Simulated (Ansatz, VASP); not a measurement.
# Two plane-wave programs on CaO

POSCAR

```
CaO
1.0
    0.0000000000      2.6449200000      2.2530800000
    2.6449200000      0.0000000000      2.2530800000
    2.6449200000      2.6449200000      0.0000000000
Ca O
1 1
Direct
    0.0000000000      0.0000000000      0.0000000000
    0.5000000000      0.5000000000      0.5000000000
```

INCAR.step1

```
SYSTEM = CaO
ALGO     = Normal         ! electronic algorithm
EDIFF    = 1E-4           ! SCF threshold, eV
ENCUT    = 520            ! plane-wave cutoff, eV
GGA      = PE             ! functional
ISMEAR   = 0              ! smearing method
LASPH    = .TRUE.         ! aspherical terms in the spheres
LCHARG   = .FALSE.        ! write CHGCAR
LREAL    = .FALSE.        ! projectors in reciprocal space
LWAVE    = .TRUE.         ! write WAVECAR
NBANDS   = 15             ! bands
NELM     = 80             ! most SCF steps
PREC     = Accurate       ! precision mode
SIGMA    = 0.05           ! smearing width, eV
```

INCAR.step2

```
SYSTEM = CaO
ALGO     = Normal         ! electronic algorithm
EDIFF    = 1E-7           ! SCF threshold, eV
ENCUT    = 520            ! plane-wave cutoff, eV
ISIF     = 2              ! what is computed and relaxed
ISMEAR   = 0              ! smearing method
ISTART   = 1            
LASPH    = .TRUE.         ! aspherical terms in the spheres
LCHARG   = .FALSE.        ! write CHGCAR
LMIXTAU  = .TRUE.       
LREAL    = .FALSE.        ! projectors in reciprocal space
LWAVE    = .FALSE.        ! write WAVECAR
METAGGA  = R2SCAN         ! meta-GGA
NBANDS   = 15             ! bands
NELM     = 80             ! most SCF steps
PREC     = Accurate       ! precision mode
SIGMA    = 0.05           ! smearing width, eV
```

The input KPOINTS:

```
k-points
0
G
  8 8 8
  0 0 0
```

Input for Ansatz:

```yaml
crystal:
  lattice:
    - [0.0, 2.64492, 2.25308]
    - [2.64492, 0.0, 2.25308]
    - [2.64492, 2.64492, 0.0]
  atoms:
    - { symbol: Ca, position: [0.0, 0.0, 0.0] }
    - { symbol: O, position: [0.5, 0.5, 0.5] }
basis:
  ecutwfc: 500
kpoints:
  mp_grid: { grid: [8, 8, 8] }
hamiltonian:
  xc: r2scan
scf:
  occupations: { method: gaussian, width: 0.05 }
output:
  forces: true
  stress: true
  eigenvalues: true
```

Change from the starting cell: strain +0.080 along x and y, -0.080 along z, atoms carried along.

Alike in both runs: task single point; functional r2SCAN; k mesh 8 × 8 × 8; occupations gaussian, width 0.05 eV; no spin polarisation.

```csv
,VASP,Ansatz
version,VASP 6.6.1,Ansatz 0.2.0
potentials or method,"VASP PAW PBE potentials, release 64 (Ca_sv, O), cutoff 520 eV","scalar-relativistic, plane waves, PAW"
valence electrons in the cell,16,16
```

```csv
,VASP,Ansatz,Ansatz less VASP
gap on the k mesh at the Fermi level (eV),3.65,3.67,+0.023
least direct gap on the mesh (eV),3.74,3.76,+0.019
pressure (GPa),-5.9,-6.7,-0.79
"traceless stress, the component that is largest in VASP (GPa)",13.77,12.70,-1.066
```

VASP's potentials were made for PBE, not for r2SCAN.
